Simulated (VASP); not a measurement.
# Rb2BaO2 (P-3m1) in VASP: notebook

Aim: see how the results for Rb2BaO2 move with the level of theory and the settings. Levels: r2SCAN+rVV10, PBEsol. Tasks: single point, relaxation of cell and atoms.

Program: VASP 6.6.1. These are calculated values, not measurements. Logs are shortened: lines on timing, memory, paths and dates and some standing lists are left out, and cuts for length are marked.

**1. The cell of the first run**

The structure is trigonal, space group P-3m1 (No. 164). The conventional cell has a = 4.032 Å, b = 4.032 Å, c = 8.591 Å, α = 90.00°, β = 90.00°, γ = 120.00°. Rb (site symmetry 3m) has 3 O at 2.69 Å within 3.5 Å. Ba (site symmetry -3m) has 6 O at 2.78 Å and 6 Rb at 3.70 Å within 3.7 Å. O (site symmetry 3m) has 3 Rb at 2.69 Å and 3 Ba at 2.78 Å within 3.5 Å.

**2. Single point, r2SCAN+rVV10**

Contents of POSCAR:

```
Rb2BaO2
1.0
    4.0316184573      0.0000000024      0.0000000000
   -2.0158092308      3.4914840012      0.0000000000
    0.0000000000      0.0000000000      8.5910310378
Rb Ba O
2 1 2
Direct
    0.6666666667      0.3333333333      0.3347776978
    0.3333333333      0.6666666667      0.6652223022
    0.0000000000      0.0000000000      0.0000000000
    0.6666666667      0.3333333333      0.8221474774
    0.3333333333      0.6666666667      0.1778525226
```

Contents of INCAR.step1:

```
SYSTEM = Rb2BaO2
PREC     = Accurate       ! precision mode
ENCUT    = 660            ! plane-wave cutoff, eV
ISMEAR   = -1             ! smearing method
SIGMA    = 0.03           ! smearing width, eV
LREAL    = .False.        ! projectors in reciprocal space
LASPH    = .True.         ! aspherical terms in the spheres
NELM     = 120            ! most SCF steps
NBANDS   = 28             ! bands
GGA      = PE             ! functional
ALGO     = Normal         ! electronic algorithm
EDIFF    = 1E-5           ! SCF threshold, eV
LWAVE    = .True.         ! write WAVECAR
LCHARG   = .False.        ! write CHGCAR
GGA_COMPAT= .False.
```

Contents of INCAR.step2:

```
SYSTEM = Rb2BaO2
PREC     = Accurate       ! precision mode
ENCUT    = 660            ! plane-wave cutoff, eV
EDIFF    = 1E-6           ! SCF threshold, eV
ISMEAR   = -1             ! smearing method
SIGMA    = 0.03           ! smearing width, eV
LREAL    = .False.        ! projectors in reciprocal space
LASPH    = .True.         ! aspherical terms in the spheres
NELM     = 120            ! most SCF steps
ALGO     = Normal         ! electronic algorithm
ISIF     = 2              ! what is computed and relaxed
LWAVE    = .False.        ! write WAVECAR
LCHARG   = .False.        ! write CHGCAR
METAGGA  = R2SCAN         ! meta-GGA
LMIXTAU  = .True.       
LUSE_VDW = .True.       
IVDW_NL  = 2            
BPARAM   = 11.95        
CPARAM   = 0.0093       
NBANDS   = 28             ! bands
ISTART   = 1            
GGA_COMPAT= .False.
```

Contents of KPOINTS:

```
Automatic mesh
0
Gamma
  6 6 2
  0 0 0
```

Potentials or basis: VASP PAW PBE potentials, release 64 (Rb_sv, Ba_sv, O).

Run with:

```bash
> cat potpaw_PBE.64/Rb_sv/POTCAR potpaw_PBE.64/Ba_sv/POTCAR potpaw_PBE.64/O/POTCAR > POTCAR
> cp INCAR.step1 INCAR
> mpirun -np 1 vasp_std > vasp.out
> cp INCAR.step2 INCAR
> mpirun -np 1 vasp_std > vasp.out
```

OUTCAR:

```text
SYSTEM = Rb2BaO2
   PREC = Accurate
   ENCUT = 660
   EDIFF = 1E-6
   ISMEAR = -1
   LREAL = .False.
   LASPH = .True.
   NELM = 120
   ISIF = 2
   METAGGA = R2SCAN
   IVDW_NL = 2
   BPARAM = 11.95
   ISTART = 1

 ion  position               nearest neighbor table
   1  0.667  0.333  0.335-   5 2.69   5 2.69   5 2.69   2 3.67   2 3.67   2 3.67   3 3.70   3 3.70
                             3 3.70   2 5.45   2 5.45   2 5.45
   2  0.333  0.667  0.665-   4 2.69   4 2.69   4 2.69   1 3.67   1 3.67   1 3.67   3 3.70   3 3.70
                             3 3.70   1 5.45   1 5.45   1 5.45
   3  0.000  0.000  0.000-   4 2.78   5 2.78   4 2.78   5 2.78   4 2.78   5 2.78   1 3.70   2 3.70
                             2 3.70   1 3.70   1 3.70   2 3.70
   4  0.667  0.333  0.822-   2 2.69   2 2.69   2 2.69   3 2.78   3 2.78   3 2.78
   5  0.333  0.667  0.178-   1 2.69   1 2.69   1 2.69   3 2.78   3 2.78   3 2.78

  LATTYP: Found a hexagonal cell.
 ALAT       =     4.0316184573
 C/A-ratio  =     2.1309137084

  Lattice vectors:

 A1 = (   4.0316184573,   0.0000000024,   0.0000000000)
 A2 = (  -2.0158092308,   3.4914840012,   0.0000000000)
 A3 = (   0.0000000000,   0.0000000000,   8.5910310378)

Analysis of symmetry for initial positions (statically):
=====================================================================
 Subroutine PRICEL returns:
 Original cell was already a primitive cell.

 Routine SETGRP: Setting up the symmetry group for a
 hexagonal supercell.

 Subroutine GETGRP returns: Found 12 space group operations
 (whereof 12 operations were pure point group operations)
 out of a pool of 24 trial point group operations.

The static configuration has the point symmetry D_3d.

Analysis of symmetry for dynamics (positions and initial velocities):
=====================================================================
 Subroutine PRICEL returns:
 Original cell was already a primitive cell.

 Routine SETGRP: Setting up the symmetry group for a
 hexagonal supercell.

 Subroutine GETGRP returns: Found 12 space group operations
 (whereof 12 operations were pure point group operations)
 out of a pool of 24 trial point group operations.

The dynamic configuration has the point symmetry D_3d.

 Subroutine INISYM returns: Found 12 space group operations
 (whereof 12 operations are pure point group operations),
 and found     1 'primitive' translations

----------------------------------------------------------------------------------------

                                     Primitive cell

  volume of cell :     120.9302

  direct lattice vectors                    reciprocal lattice vectors
     4.031618457  0.000000002  0.000000000     0.248039345  0.143205583  0.000000000
    -2.015809231  3.491484001  0.000000000    -0.000000000  0.286411165  0.000000000
     0.000000000  0.000000000  8.591031038     0.000000000  0.000000000  0.116400464

  length of vectors
     4.031618457  4.031618457  8.591031038     0.286411165  0.286411165  0.116400464

  position of ions in fractional coordinates (direct lattice)
     0.666666667  0.333333333  0.334777698
     0.333333333  0.666666667  0.665222302
     0.000000000  0.000000000  0.000000000
     0.666666667  0.333333333  0.822147477
     0.333333333  0.666666667  0.177852523

  ion indices of the primitive-cell ions
   primitive index   ion index
                 1           1
                 2           2
                 3           3
                 4           4
                 5           5

----------------------------------------------------------------------------------------

 KPOINTS: Automatic mesh

Automatic generation of k-mesh.
 Grid dimensions read from file:
 generate k-points for:    6    6    2

 Generating k-lattice:

  Cartesian coordinates                     Fractional coordinates (reciprocal lattice)
     0.041339891  0.023867597  0.000000000     0.166666667  0.000000000  0.000000000
    -0.000000000  0.047735194  0.000000000     0.000000000  0.166666667  0.000000000
[... 47 lines left out ...]
   IVDW    =     0    specifies the selected vdW correction
   LEPSILON=     F    determine dielectric tensor
   LRPA    =     F    only Hartree local field effects (RPA)
 non-spin polarized calculation
  energy-cutoff  :      660.00
  volume of cell :      120.93
 maximum number of plane-waves:      4697
 NGX is ok and might be reduce to    36
   NGX = 17   NGY = 17   NGZ = 35

 number of electron      39.9999993 magnetization

 Free energy of the ion-electron system (eV)
  ---------------------------------------------------
  ext. energy  EPLUGINS =         0.00000000
  ---------------------------------------------------
  free energy    TOTEN  =       -73.58083524 eV

  energy without entropy =      -73.58083524  energy(sigma->0) =      -73.58083524

 E-fermi :   1.8589     XC(G=0):  -9.3030

 val. band max:        1.1659794325   @ k =   0.5000   0.0000   0.0000
 cond. band min:       2.7486069556   @ k =   0.0000   0.0000   0.0000
 fundamental gap:      1.5826275231
 Fermi energy:         1.8589417456

 k-point     1 :       0.0000    0.0000    0.0000
  band No.  band energies     occupation
      1     -26.4415      2.00000
      2     -26.3068      2.00000
      3     -25.1141      2.00000
      4     -14.9114      2.00000
      5     -14.6140      2.00000
      6     -10.3385      2.00000
[... 20 lines left out ...]
     27       8.3099      0.00000
     28       8.3099      0.00000

 k-point     2 :       0.1667    0.0000    0.0000
  band No.  band energies     occupation
      1     -26.4167      2.00000
      2     -26.2984      2.00000
      3     -25.0847      2.00000
      4     -14.8895      2.00000
      5     -14.6994      2.00000
      6     -10.4135      2.00000
[... 20 lines left out ...]
     27       7.7871      0.00000
     28       8.2497      0.00000

 k-point     3 :       0.3333    0.0000    0.0000
  band No.  band energies     occupation
      1     -26.3622      2.00000
      2     -26.2862      2.00000
      3     -25.0245      2.00000
      4     -14.9294      2.00000
      5     -14.7906      2.00000
      6     -10.6374      2.00000
[... 306 lines left out ...]
      3     -24.9937      2.00000
      4     -14.9678      2.00000
      5     -14.8159      2.00000
      6     -10.5347      2.00000
[... 20 lines left out ...]
     27       8.3313      0.00000
     28       9.1880      0.00000

 k-point    14 :       0.3333    0.3333    0.5000
  band No.  band energies     occupation
      1     -26.2991      2.00000
      2     -26.2991      2.00000
      3     -24.9780      2.00000
      4     -14.9074      2.00000
      5     -14.9074      2.00000
      6     -10.5877      2.00000
[... 20 lines left out ...]
     27       8.0275      0.00000
     28       9.4506      0.00000

------------------------ aborting loop because EDIFF is reached ----------------------------------------

  FORCE on cell =-STRESS in cart. coord.  units (eV):
  Direction    XX          YY          ZZ          XY          YZ          ZX
  --------------------------------------------------------------------------------------
  -------------------------------------------------------------------------------------
  Total        0.5616238      0.5616238      0.5619263     -0.0000000     -0.0000000      0.0000000
  in kB        7.4408295      7.4408295      7.4448366     -0.0000000     -0.0000000      0.0000000
  external PRESSURE =       7.4421652 kB  Pullay stress =       0.0000000 kB

 VOLUME and BASIS-vectors are now :
 -----------------------------------------------------------------------------
  energy-cutoff  :      660.00
  volume of cell :      120.93
      direct lattice vectors                 reciprocal lattice vectors
     4.031618457  0.000000002  0.000000000     0.248039345  0.143205583  0.000000000
    -2.015809231  3.491484001  0.000000000    -0.000000000  0.286411165  0.000000000
     0.000000000  0.000000000  8.591031038     0.000000000  0.000000000  0.116400464

 POSITION                                       TOTAL-FORCE (eV/Angst)
 -----------------------------------------------------------------------------------
      2.01581      1.16383      2.87609        -0.000000     -0.000000      0.047071
     -0.00000      2.32766      5.71495         0.000000      0.000000     -0.047071
      0.00000      0.00000      0.00000        -0.000000      0.000000      0.000000
      2.01581      1.16383      7.06309         0.000000     -0.000000     -0.096796
     -0.00000      2.32766      1.52794        -0.000000      0.000000      0.096796
 -----------------------------------------------------------------------------------
    total drift:                                0.000000     -0.000000     -0.000000

  FREE ENERGIE OF THE ION-ELECTRON SYSTEM (eV)
  ---------------------------------------------------
  free  energy   TOTEN  =       -73.5808352381 eV

  energy  without entropy=      -73.5808352381  energy(sigma->0) =      -73.58083524
```

It took 13 min on 1 thread of Intel Xeon 8259CL, shared host; peak memory 0.68 GiB.

What came out:

```yaml
Free_energy: -73.5808 eV
Pressure: 0.7 GPa
Largest_force: 0.097 eV/Å
Band_gap_on_the_k_mesh: 1.58 eV (least direct gap 1.93 eV)
```

Forces on the atoms (eV/Å):
```
Rb   0.000  0.000  0.047
Rb   0.000  0.000 -0.047
Ba   0.000  0.000  0.000
O    0.000  0.000 -0.097
O    0.000  0.000  0.097
```

Caveat: the PAW data sets were made with another functional, which shifts forces and pressure a little; spin-orbit coupling is left out, which moves the levels of the heavy elements. A k mesh can miss the band edges.

**3. Single point, PBEsol**

This run uses another cell than the first one, of 27.32 Å³/atom.

Contents of INCAR:

```
PREC = Accurate ; ENCUT = 600
EDIFF = 1E-6 ; ISMEAR = -1
SIGMA = 0.03 ; LREAL = False
LASPH = True ; NELM = 120
ALGO = Normal ; ISIF = 2
LWAVE = False ; LCHARG = False
GGA = PS ; NBANDS = 28
GGA_COMPAT = False
```

Contents of KPOINTS:

```
Automatic mesh
0
Gamma
  6 6 4
```

Contents of POSCAR:

```
Rb2BaO2
1.0
    3.9785743536      0.0000000024      0.0000000000
   -1.9892871789      3.4455464599      0.0000000000
    0.0000000000      0.0000000000      9.9661156872
Rb Ba O
2 1 2
Direct
    0.6666666667      0.3333333333      0.2927615152
    0.3333333333      0.6666666667      0.7072384848
    0.0000000000      0.0000000000      0.0000000000
    0.6666666667      0.3333333333      0.8476430704
    0.3333333333      0.6666666667      0.1523569296
```

Potentials or basis: VASP PAW PBE potentials, release 64 (Rb_sv, Ba_sv, O).

Run with:

```bash
> cat potpaw_PBE.64/Rb_sv/POTCAR potpaw_PBE.64/Ba_sv/POTCAR potpaw_PBE.64/O/POTCAR > POTCAR
> mpirun -np 1 vasp_std > vasp.out
```

It took 3.2 min on 1 thread of Intel Xeon 8259CL, shared host; peak memory 0.34 GiB.

The run converged. Its results:

```yaml
Free_energy: -22.4553 eV
Pressure: 0.6 GPa
Largest_force: 0.100 eV/Å
Band_gap_on_the_k_mesh: 0.20 eV (least direct gap 0.52 eV)
```

Forces in eV/Å, atoms in the order of the input:
```
Rb   0.000  0.000  0.049
Rb   0.000  0.000 -0.049
Ba   0.000  0.000  0.000
O    0.000  0.000 -0.100
O    0.000  0.000  0.100
```

Levels at points of the mesh, in eV from the valence-band top:
```csv
k point,band 16,band 17,band 18,band 19,band 20,band 21,band 22,band 23,band 24,band 25
"(0.00, 0.00, 0.00)",-1.01,-1.01,-0.73,-0.32,-0.32,0.20,3.53,4.64,5.22,5.48
"(0.50, 0.00, 0.00)",-0.84,-0.70,-0.38,-0.11,-0.01,2.35,2.92,3.08,4.95,5.24
"(0.00, 0.00, 0.50)",-1.01,-1.01,-1.00,-0.32,-0.32,0.61,2.88,5.09,5.18,5.54
"(0.50, 0.00, 0.50)",-0.84,-0.70,-0.34,-0.11,0.00,2.39,2.81,3.38,4.43,5.21
```

Caveat: semilocal functionals underestimate gaps, and a narrow one can read as zero; the PAW data sets were made with another functional, which shifts forces and pressure a little; spin-orbit coupling is left out, which moves the levels of the heavy elements. A k mesh can miss the band edges.

**4. Relaxation of cell and atoms, PBEsol**

This run uses another cell than the first one, of 32.28 Å³/atom.

Contents of INCAR:

```
SYSTEM = Rb2BaO2
ALGO = Normal
EDIFF = 1E-7
EDIFFG = -0.01
ENCUT = 600
GGA = PS
GGA_COMPAT = .False.
IBRION = 2
ISIF = 3
ISMEAR = -1
LASPH = .True.
LCHARG = .False.
LREAL = .False.
LWAVE = .False.
NELM = 120
NELMIN = 4
NSW = 100
PREC = Accurate
SIGMA = 0.03
```

Contents of KPOINTS:

```
k-points
0
Gamma
  6 6 4
  0 0 0
```

Contents of POSCAR:

```
Rb2BaO2
1.0
    4.8265044500      0.0000000000      0.0000000000
   -2.4132522300      4.1798754700      0.0000000000
    0.0000000000      0.0000000000      7.9999578000
Rb Ba O
2 1 2
Direct
    0.6666666700      0.3333333300      0.3835732800
    0.3333333300      0.6666666700      0.6164267200
    0.0000000000      0.0000000000      0.0000000000
    0.6666666700      0.3333333300      0.7768952300
    0.3333333300      0.6666666700      0.2231047700
```

Run with:

```bash
> cat potpaw_PBE.64/Rb_sv/POTCAR potpaw_PBE.64/Ba_sv/POTCAR potpaw_PBE.64/O/POTCAR > POTCAR
> mpirun -np 1 vasp_std > vasp.out
```

Run time: 75 min. Hardware: 1 thread of Intel Xeon 8259CL, shared host; peak memory 0.41 GiB.

Results (log left out):

* Free energy: -22.4663 eV
* Relaxed volume: 26.11 Å³/atom
* Relaxed cell: a = 4.012 Å, b = 4.012 Å, c = 9.363 Å, α = 90.00°, β = 90.00°, γ = 120.00°
* Space group after relaxing (to 0.1 Å): P-3m1 (No. 164)
* Energy gained by relaxing: 409.1 meV/atom
* Ionic steps: 33
* Pressure after relaxing: 0.0 GPa
* Largest force after relaxing: 0.010 eV/Å
* Band gap on the k mesh: 0.60 eV (least direct gap 0.91 eV)

Forces on the atoms (eV/Å):
```
Rb   0.000  0.000 -0.010
Rb   0.000  0.000  0.010
Ba   0.000  0.000  0.000
O    0.000  0.000 -0.005
O    0.000  0.000  0.005
```

Stress tensor (GPa, compression positive):
```
-0.06  0.00  0.00
 0.00 -0.06  0.00
 0.00  0.00  0.02
```

The path:
```tsv
step	energy change (eV)	largest force (eV/Å)	pressure (GPa)	volume (Å³)
1	0.0000	0.6688	-7.06	161.39
2	-1.2577	0.7217	-4.54	130.37
3	-1.5571	0.7079	-0.42	115.01
4	-1.5618	0.6999	0.66	112.38
5	-1.5622	0.7028	0.29	113.25
6	-1.6562	0.5390	0.43	112.75
7	-1.8125	0.3226	1.65	111.22
8	-1.8258	0.2460	2.40	110.62
9	-1.8988	0.0913	0.11	116.63
10	-1.9060	0.0451	-0.82	119.70
11	-1.9426	0.0772	-0.68	120.45
12	-2.0045	0.2400	-0.16	122.14
13	-2.0057	0.3028	-0.02	122.43
14	-2.0281	0.1056	0.33	122.91
15	-2.0288	0.0702	0.42	123.00
16	-2.0319	0.0901	-0.37	125.84
17	-2.0324	0.0846	-0.16	125.07
18	-2.0355	0.0683	-0.05	125.32
19	-2.0362	0.0677	0.04	125.53
20	-2.0378	0.0157	0.00	126.00
21	-2.0384	0.0434	-0.03	126.49
22	-2.0399	0.0373	0.05	126.64
23	-2.0420	0.0340	0.30	127.06
24	-2.0429	0.0291	0.18	127.68
25	-2.0436	0.0433	0.03	128.56
26	-2.0437	0.0486	-0.03	128.88
27	-2.0440	0.0395	-0.03	129.05
28	-2.0446	0.0314	-0.03	129.50
29	-2.0446	0.0744	-0.01	130.41
30	-2.0448	0.0519	-0.01	129.93
31	-2.0452	0.0304	0.01	130.07
32	-2.0454	0.0066	0.04	130.25
33	-2.0455	0.0096	-0.03	130.55
```

Final structure:
```
Rb Ba O
1.0
     4.01250    0.00000    0.00000
    -2.00625    3.47493    0.00000
     0.00000    0.00000    9.36329
Rb Ba O
2 1 2
Direct
  0.66667 0.33333 0.31128
  0.33333 0.66667 0.68872
  0.00000 0.00000 0.00000
  0.66667 0.33333 0.83588
  0.33333 0.66667 0.16412
```

Levels at points of the mesh, in eV from the valence-band top:
```tsv
k point	band 16	band 17	band 18	band 19	band 20	band 21	band 22	band 23	band 24
(0.00, 0.00, 0.00)	-0.95	-0.95	-0.66	-0.30	-0.30	0.60	3.90	4.98	5.35
(0.50, 0.00, 0.00)	-0.77	-0.64	-0.38	-0.11	-0.01	2.50	3.02	3.26	5.35
(0.00, 0.00, 0.50)	-0.96	-0.96	-0.94	-0.30	-0.30	1.10	3.21	5.07	5.49
(0.50, 0.00, 0.50)	-0.79	-0.63	-0.31	-0.09	0.00	2.55	3.03	3.55	4.42
```

Caveat: the volume moved by over 15 % at a fixed basis, so the end points are rough; semilocal functionals underestimate gaps, and a narrow one can read as zero; the PAW data sets were made with another functional, which shifts forces and pressure a little; spin-orbit coupling is left out, which moves the levels of the heavy elements. A k mesh can miss the band edges.

**5. The runs side by side**

```tsv
task	level	cell	k mesh	cutoff (eV)	gap on the mesh (eV)	pressure (GPa)	largest force (eV/Å)
single point	r2SCAN+rVV10	a = 4.032, b = 4.032, c = 8.591 Å, angles 90.0, 90.0, 120.0°, 5 atoms, atomic positions A	6 × 6 × 2	660	1.58	0.7	0.10
single point	PBEsol	a = 3.979, b = 3.979, c = 9.966 Å, angles 90.0, 90.0, 120.0°, 5 atoms, atomic positions B	6 × 6 × 4	600	0.20	0.6	0.10
relaxation of cell and atoms	PBEsol	relaxed from a = 4.827, b = 4.827, c = 8.000 Å, angles 90.0, 90.0, 120.0°, 5 atoms, atomic positions C	6 × 6 × 4	600	0.60	0.0	0.01
```

Alike in all rows: potentials or basis VASP PAW PBE potentials, release 64 (Rb_sv, Ba_sv, O); no spin polarisation; smearing fermi-dirac 0.03 eV.

Caveats: the PAW data sets were made with another functional, which shifts forces and pressure a little; spin-orbit coupling is left out, which moves the levels of the heavy elements; semilocal functionals underestimate gaps, and a narrow one can read as zero (at least some runs); the volume moved by over 15 % at a fixed basis, so the end points are rough (at least some runs).

Absolute energies hang on the potentials; compare differences alone.
